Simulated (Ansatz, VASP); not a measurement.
**Si5Te in VASP and in Ansatz**

```
Si Te
1.0
     3.29453    0.00000    0.00000
     0.00000    3.29453    0.00000
     0.00000    0.00000   10.00139
Si Te
5 1
Direct
  0.50000 0.50000 0.36212
  0.50000 0.50000 0.63788
  0.00000 0.00000 0.25364
  0.00000 0.00000 0.74636
  0.00000 0.00000 0.50000
  0.50000 0.50000 0.00000
```

Change from the starting cell: species swapped into the Hf5Pb type (P4/mmm, No. 123).

Alike in both runs: functional PBE; k mesh 12 × 12 × 4; occupations gaussian, width 0.1 eV; no spin polarisation.

Ansatz relaxed the structure, and its values are those at the end. VASP's run is a single point on that final structure, the one shown.

|  | VASP | Ansatz |
| --- | --- | --- |
| version | VASP 6.6.1 | Ansatz 0.2.0 |
| potentials or method | VASP PAW PBE potentials, release 64 (Si, Te), cutoff 520 eV | scalar-relativistic, plane waves, PAW |
| valence electrons in the cell | 26 | 36 |

```tsv
	VASP	Ansatz	Ansatz less VASP
gap on the k mesh at the Fermi level (eV)	none	none	-
pressure (GPa)	0.0	0.0	+0.05
```

A gap of «none» marks a metal or a gap that the smearing closes. VASP's potentials hold 26 valence electrons a cell and Ansatz's 36, so a difference there can come from the potentials and not from the codes.

Spin-orbit coupling is off throughout.
